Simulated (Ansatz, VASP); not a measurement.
# Two plane-wave programs on PtSe2

```xyz
3
Lattice="3.8778 0.0000 0.0000 -1.9389 3.3583 0.0000 0.0000 0.0000 4.5611" Properties=species:S:1:pos:R:3 pbc="T T T"
Pt    0.0000    0.0000    0.0000
Se    0.0000    2.2389    1.0678
Se    1.9389    1.1194    3.4933
```

Alike in both runs: task single point; functional PBE; dispersion D3(BJ); k mesh 12 × 12 × 8; occupations gaussian, width 0.15 eV; no spin polarisation.

|  | VASP | Ansatz |
| --- | --- | --- |
| version | VASP 6.6.1 | Ansatz 0.2.0 |
| potentials or method | VASP PAW PBE potentials, release 64 (Pt, Se), cutoff 520 eV | scalar-relativistic, plane waves, PAW |
| valence electrons in the cell | 22 | 50 |

Ansatz gave:

* gap on the k mesh at the Fermi level (eV): none
* pressure (GPa): 6.1
* traceless stress, the component that is largest in VASP (GPa): 2.52
* rms of the force components (eV/Å): 0.865

Q: What did VASP give for the same quantities?

A: gap on the k mesh at the Fermi level (eV): none; pressure (GPa): 6.1; traceless stress, the component that is largest in VASP (GPa): 2.52; rms of the force components (eV/Å): 0.869.

Atom by atom the forces differ by 0.004 eV/Å (rms over components). A gap of «none» marks a metal or a gap that the smearing closes. VASP's potentials hold 22 valence electrons a cell and Ansatz's 50, so a difference there can come from the potentials and not from the codes.

Spin-orbit coupling is off throughout.
